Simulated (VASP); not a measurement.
# Rh (Fm-3m) in VASP: a series of runs

Aim: see how the results for Rh move with the level of theory and the settings. Levels: BLYP, RPBE, revPBE, PBEsol. Tasks: single point, relaxation of cell and atoms.

Everything below comes from runs of VASP 6.6.1. Logs are shortened: lines on timing, memory, paths and dates and some standing lists are left out, and cuts for length are marked.

## (1) The cell of the first run

Symmetry: Fm-3m, No. 225, cubic system. Conventional cell: a = 3.899 Å, b = 3.899 Å, c = 3.899 Å, α = 90.00°, β = 90.00°, γ = 90.00°. Within 3.6 Å of Rh (site symmetry m-3m) lie 12 Rh at 2.76 Å.

## (2) Single point, BLYP

Contents of INCAR:

```
SYSTEM = Rh
PREC     = Accurate       ! precision mode
ENCUT    = 520            ! plane-wave cutoff, eV
EDIFF    = 1E-6           ! SCF threshold, eV
ISMEAR   = -1             ! smearing method
SIGMA    = 0.05           ! smearing width, eV
LREAL    = .FALSE.        ! projectors in reciprocal space
LASPH    = .TRUE.         ! aspherical terms in the spheres
NELM     = 80             ! most SCF steps
ALGO     = Normal         ! electronic algorithm
ISIF     = 2              ! what is computed and relaxed
LWAVE    = .FALSE.        ! write WAVECAR
LCHARG   = .TRUE.         ! write CHGCAR
GGA      = B5             ! functional
ALDAX    = 1.0          
AGGAX    = 1.0          
AGGAC    = 1.0          
ALDAC    = 0.0          
LELF     = .TRUE.         ! ELF
LVHAR    = .TRUE.       
NBANDS   = 14             ! bands
```

Contents of KPOINTS:

```
Automatic mesh
0
G
  12 12 12
  0 0 0
```

Contents of POSCAR:

```
Rh
1.0
    0.0000000000      1.9494362075      1.9494362075
    1.9494362075      0.0000000000      1.9494362075
    1.9494362075      1.9494362075      0.0000000000
Rh
1
Direct
    0.0000000000      0.0000000000      0.0000000000
```

Potentials or basis: VASP PAW PBE potentials, release 64 (Rh_pv).

On the command line:

```
$ cat potpaw_PBE.64/Rh_pv/POTCAR > POTCAR
$ mpirun -np 1 vasp_std > vasp.out
```

OUTCAR:

```text
SYSTEM = Rh
   PREC = Accurate
   ENCUT = 520
   EDIFF = 1E-6
   ISMEAR = -1
   LREAL = .FALSE.
   LASPH = .TRUE.
   NELM = 80
   ISIF = 2
   GGA = B5

 ion  position               nearest neighbor table
   1  0.000  0.000  0.000-

  LATTYP: Found a face centered cubic cell.
 ALAT       =     3.8988724150

  Lattice vectors:

 A1 = (   0.0000000000,   1.9494362075,   1.9494362075)
 A2 = (   1.9494362075,   0.0000000000,   1.9494362075)
 A3 = (   1.9494362075,   1.9494362075,   0.0000000000)

Analysis of symmetry for initial positions (statically):
[... 33 lines left out ...]
                                     Primitive cell

  volume of cell :      14.8169

  direct lattice vectors                    reciprocal lattice vectors
     0.000000000  1.949436208  1.949436208    -0.256484412  0.256484412  0.256484412
     1.949436208  0.000000000  1.949436208     0.256484412 -0.256484412  0.256484412
     1.949436208  1.949436208  0.000000000     0.256484412  0.256484412 -0.256484412

  length of vectors
     2.756919124  2.756919124  2.756919124     0.444244033  0.444244033  0.444244033

  position of ions in fractional coordinates (direct lattice)
     0.000000000  0.000000000  0.000000000

  ion indices of the primitive-cell ions
   primitive index   ion index
                 1           1

----------------------------------------------------------------------------------------

 KPOINTS: Automatic mesh

Automatic generation of k-mesh.
 Grid dimensions read from file:
 generate k-points for:   12   12   12

 Generating k-lattice:

  Cartesian coordinates                     Fractional coordinates (reciprocal lattice)
    -0.021373701  0.021373701  0.021373701     0.083333333  0.000000000  0.000000000
     0.021373701 -0.021373701  0.021373701     0.000000000  0.083333333  0.000000000
     0.021373701  0.021373701 -0.021373701     0.000000000  0.000000000  0.083333333

  Length of vectors
     0.037020336  0.037020336  0.037020336

  Shift w.r.t. Gamma in fractional coordinates (k-lattice)
     0.000000000  0.000000000  0.000000000

 Subroutine IBZKPT returns following result:
 ===========================================

 Found     72 irreducible k-points:

 Following reciprocal coordinates:
            Coordinates               Weight
  0.000000  0.000000  0.000000      1.000000
  0.083333  0.000000  0.000000      8.000000
  0.166667  0.000000  0.000000      8.000000
  0.250000  0.000000  0.000000      8.000000
  0.333333  0.000000  0.000000      8.000000
  0.416667  0.000000  0.000000      8.000000
[... 16 lines left out ...]
  0.500000  0.166667  0.000000     24.000000
 -0.416667  0.166667  0.000000     24.000000
 [... further k-points ...]
   k-points           NKPTS =     72   k-points in BZ     NKDIM =     72   number of bands    NBANDS=     14
   number of dos      NEDOS =    301   number of ions     NIONS =      1
   total plane-waves  NPLWV =  13824
   dimension x,y,z NGX =    24 NGY =   24 NGZ =   24
   dimension x,y,z NGXF=    48 NGYF=   48 NGZF=   48
   ions per type =               1
   NGX,Y,Z   is equivalent  to a cutoff of  14.47, 14.47, 14.47 a.u.
   NGXF,Y,Z  is equivalent  to a cutoff of  28.94, 28.94, 28.94 a.u.
 SYSTEM =  Rh
   PREC   = accura    normal or accurate (medium, high low for compatibility)
   ISTART =      0    job   : 0-new  1-cont  2-samecut
   ICHARG =      2    charge: 1-file 2-atom 10-const
   ISPIN  =      1    spin polarized calculation?
   LNONCOLLINEAR =      F non collinear calculations
   LSORBIT =      F    spin-orbit coupling
   LASPH  =      T    aspherical Exc in radial PAW
   ENCUT  =  520.0 eV  38.22 Ry    6.18 a.u.   5.13  5.13  5.13*2*pi/ulx,y,z
   NELM   =     80;   NELMIN=  2; NELMDL= -5     # of ELM steps
   EDIFF  = 0.1E-05   stopping-criterion for ELM
   LREAL  =      F    real-space projection
   EDIFFG = 0.1E-04   stopping-criterion for IOM
   NSW    =      0    number of steps for IOM
   IBRION =     -1    ionic relax: 0-MD 1-quasi-New 2-CG
   NFREE  =      0    steps in history (QN), initial steepest desc. (CG)
   ISIF   =      2    stress and relaxation
   ISYM   =      2    0-nonsym 1-usesym 2-fastsym
   POTIM  = 0.5000    time-step for ionic-motion
   TEBEG  =    0.0;   TEEND  =   0.0 temperature during run
   PSTRESS=    0.0 pullay stress
   NELECT =      15.0000    total number of electrons
   NUPDOWN=      -1.0000    fix difference up-down
   EMIN   =  10.00;   EMAX   =-10.00  energy-range for DOS
   EFERMI =   0.00;   METHOD = LEGACY
   ISMEAR =    -1;   SIGMA  =   0.05  broadening in eV -4-tet -1-fermi 0-gaus
   EFERMI_NEDOS =   21; number of points for ismear=-14 and -15
   IALGO  =     38    algorithm
   IMIX   =      4    mixing-type and parameters
     AMIX     =   0.40;   BMIX     =  1.00
     AMIX_MAG =   1.60;   BMIX_MAG =  1.00
  volume/ion in A,a.u.               =      14.82        99.99
  Fermi-wavevector in a.u.,A,eV,Ry     =   1.643815  3.106360 36.764672  2.702127
  Thomas-Fermi vector in A             =   2.733886
   LORBIT       =      0    0 simple, 1 ext, 2 COOP (PROOUT), +10 PAW based schemes
   GGA     = B5    functional components
   LHFCALC =     F    Hartree Fock is set to
   AEXX    =    0.0000 exact exchange contribution
   IVDW    =     0    specifies the selected vdW correction
   LEPSILON=     F    determine dielectric tensor
   LRPA    =     F    only Hartree local field effects (RPA)
 non-spin polarized calculation
  energy-cutoff  :      520.00
  volume of cell :       14.82
 maximum number of plane-waves:       415
 NGX is ok and might be reduce to    24
   NGX = 11   NGY = 11   NGZ = 11

 number of electron      15.0000000 magnetization

 Free energy of the ion-electron system (eV)
  ---------------------------------------------------
  ext. energy  EPLUGINS =         0.00000000
  ---------------------------------------------------
  free energy    TOTEN  =        -6.16526986 eV

  energy without entropy =       -6.15433915  energy(sigma->0) =       -6.15980451

 E-fermi :  11.1101     XC(G=0): -12.9172

 val. band max:       11.0327805440   @ k =  -0.3333   0.3333   0.0000
 cond. band min:      11.1149949684   @ k =   0.3333   0.1667   0.0000
 fundamental gap:      0.0822144244
 Fermi energy:        11.1100569645

 k-point     1 :       0.0000    0.0000    0.0000
  band No.  band energies     occupation
      1     -34.9798      2.00000
      2     -34.9798      2.00000
      3     -34.9798      2.00000
      4       3.8807      2.00000
      5       8.3475      2.00000
      6       8.3475      2.00000
      7       8.3475      2.00000
      8      10.1778      2.00000
      9      10.1778      2.00000
     10      27.4218      0.00000
     11      31.5534      0.00000
     12      32.3204      0.00000
     13      32.3204      0.00000
     14      32.3204      0.00000

 k-point     2 :       0.0833    0.0000    0.0000
  band No.  band energies     occupation
      1     -35.0191      2.00000
      2     -34.9853      2.00000
      3     -34.9853      2.00000
      4       4.1396      2.00000
      5       8.2485      2.00000
      6       8.4426      2.00000
      7       8.4426      2.00000
      8      10.1308      2.00000
      9      10.1308      2.00000
     10      27.7561      0.00000
     11      31.0040      0.00000
     12      31.5602      0.00000
     13      32.6743      0.00000
     14      32.6743      0.00000

 k-point     3 :       0.1667    0.0000    0.0000
  band No.  band energies     occupation
      1     -35.1257      2.00000
      2     -35.0001      2.00000
      3     -35.0001      2.00000
      4       4.8309      2.00000
      5       8.0790      2.00000
      6       8.6345      2.00000
      7       8.6345      2.00000
      8      10.0967      2.00000
      9      10.0967      2.00000
     10      28.2008      0.00000
     11      28.8872      0.00000
     12      31.5574      0.00000
     13      33.6387      0.00000
     14      33.6387      0.00000

 k-point     4 :       0.2500    0.0000    0.0000
  band No.  band energies     occupation
      1     -35.2694      2.00000
      2     -35.0202      2.00000
      3     -35.0202      2.00000
      4       5.5667      2.00000
      5       8.3033      2.00000
      6       8.6713      2.00000
      7       8.6713      2.00000
      8      10.3423      2.00000
      9      10.3423      2.00000
     10      25.8416      0.00000
     11      28.7388      0.00000
     12      31.5564      0.00000
     13      34.7098      0.00000
     14      34.7098      0.00000

 k-point     5 :       0.3333    0.0000    0.0000
  band No.  band energies     occupation
      1     -35.4110      2.00000
      2     -35.0403      2.00000
      3     -35.0403      2.00000
      4       5.7816      2.00000
      5       8.5139      2.00000
      6       8.5139      2.00000
      7       9.4971      2.00000
      8      10.8694      1.98388
      9      10.8694      1.98388
     10      22.9988      0.00000
     11      27.9636      0.00000
     12      31.5564      0.00000
     13      33.7555      0.00000
     14      33.7555      0.00000

 k-point     6 :       0.4167    0.0000    0.0000
  band No.  band energies     occupation
      1     -35.5134      2.00000
      2     -35.0550      2.00000
      3     -35.0550      2.00000
      4       5.6962      2.00000
      5       8.3486      2.00000
      6       8.3486      2.00000
      7      11.2247      0.18337
      8      11.3716      0.01065
      9      11.3716      0.01065
     10      20.3469      0.00000
     11      27.2122      0.00000
     12      31.5566      0.00000
     13      32.2981      0.00000
     14      32.2981      0.00000

 k-point     7 :       0.5000    0.0000    0.0000
  band No.  band energies     occupation
      1     -35.5506      2.00000
      2     -35.0603      2.00000
      3     -35.0603      2.00000
      4       5.6409      2.00000
      5       8.2837      2.00000
      6       8.2837      2.00000
      7      11.5762      0.00018
      8      11.5762      0.00018
      9      12.2143      0.00000
     10      19.0490      0.00000
     11      26.9372      0.00000
     12      31.5571      0.00000
     13      31.7467      0.00000
     14      31.7467      0.00000
[... 205 lines left out ...]
 k-point    20 :       0.2500    0.1667    0.0000
  band No.  band energies     occupation
      1     -35.2133      2.00000
      2     -35.0580      2.00000
      3     -35.0543      2.00000
      4       5.8072      2.00000
      5       7.3387      2.00000
      6       8.9104      2.00000
      7       9.2830      2.00000
      8       9.8556      2.00000
      9      10.7034      1.99941
     10      28.2330      0.00000
     11      29.7267      0.00000
     12      30.7263      0.00000
     13      31.5482      0.00000
     14      31.7645      0.00000

 k-point    21 :       0.3333    0.1667    0.0000
  band No.  band energies     occupation
      1     -35.3301      2.00000
      2     -35.0813      2.00000
      3     -35.0797      2.00000
      4       6.2951      2.00000
      5       7.4532      2.00000
      6       8.5286      2.00000
      7       9.2943      2.00000
      8      11.0257      1.68746
      9      11.1150      0.95066
     10      25.3645      0.00000
     11      29.1527      0.00000
     12      30.0765      0.00000
     13      31.5387      0.00000
     14      32.1416      0.00000

 k-point    22 :       0.4167    0.1667    0.0000
  band No.  band energies     occupation
      1     -35.4325      2.00000
      2     -35.1143      2.00000
      3     -35.0927      2.00000
      4       6.2958      2.00000
      5       7.8642      2.00000
      6       8.5268      2.00000
      7       9.1330      2.00000
      8      11.5228      0.00052
      9      12.6907      0.00000
     10      22.3046      0.00000
     11      28.1682      0.00000
     12      29.6548      0.00000
     13      31.3722      0.00000
     14      31.6228      0.00000

 k-point    23 :       0.5000    0.1667    0.0000
  band No.  band energies     occupation
      1     -35.4933      2.00000
      2     -35.1449      2.00000
      3     -35.0933      2.00000
      4       6.2495      2.00000
      5       7.7926      2.00000
      6       8.9654      2.00000
      7       9.1260      2.00000
      8      11.6267      0.00007
      9      14.5751      0.00000
     10      19.6763      0.00000
     11      27.4008      0.00000
     12      29.8444      0.00000
     13      30.2852      0.00000
     14      31.5652      0.00000

 k-point    24 :      -0.4167    0.1667    0.0000
  band No.  band energies     occupation
      1     -35.4983      2.00000
      2     -35.1638      2.00000
      3     -35.0816      2.00000
      4       6.3076      2.00000
      5       7.7999      2.00000
      6       8.8856      2.00000
      7       9.3569      2.00000
      8      11.3077      0.03770
      9      15.1297      0.00000
     10      19.2255      0.00000
     11      26.9489      0.00000
     12      29.5905      0.00000
     13      30.9061      0.00000
     14      31.5614      0.00000

 [... further k-points ...]
[... 5 lines left out ...]
  --------------------------------------------------------------------------------------
  -------------------------------------------------------------------------------------
  Total        0.0489936      0.0489936      0.0489936     -0.0000000     -0.0000000      0.0000000
  in kB        5.2977716      5.2977716      5.2977716     -0.0000000     -0.0000000      0.0000000
  external PRESSURE =       5.2977716 kB  Pullay stress =       0.0000000 kB

 VOLUME and BASIS-vectors are now :
 -----------------------------------------------------------------------------
  energy-cutoff  :      520.00
  volume of cell :       14.82
      direct lattice vectors                 reciprocal lattice vectors
     0.000000000  1.949436208  1.949436208    -0.256484412  0.256484412  0.256484412
     1.949436208  0.000000000  1.949436208     0.256484412 -0.256484412  0.256484412
     1.949436208  1.949436208  0.000000000     0.256484412  0.256484412 -0.256484412

 POSITION                                       TOTAL-FORCE (eV/Angst)
 -----------------------------------------------------------------------------------
      0.00000      0.00000      0.00000         0.000000     -0.000000      0.000000
 -----------------------------------------------------------------------------------
    total drift:                               -0.000000      0.000000     -0.000000

  FREE ENERGIE OF THE ION-ELECTRON SYSTEM (eV)
  ---------------------------------------------------
  free  energy   TOTEN  =        -6.1652698594 eV

  energy  without entropy=       -6.1543391545  energy(sigma->0) =       -6.15980451
```

Wall time 7.4 s (1 thread of Intel Xeon 6975P-C (Granite Rapids), shared host); peak memory 0.14 GiB.

Results:

```
Free energy : -6.1653 eV
Pressure    : 0.5 GPa
```

Caveat: the PAW data sets were made with another functional, which shifts forces and pressure a little.

(Part 1 of 2 ends here.)
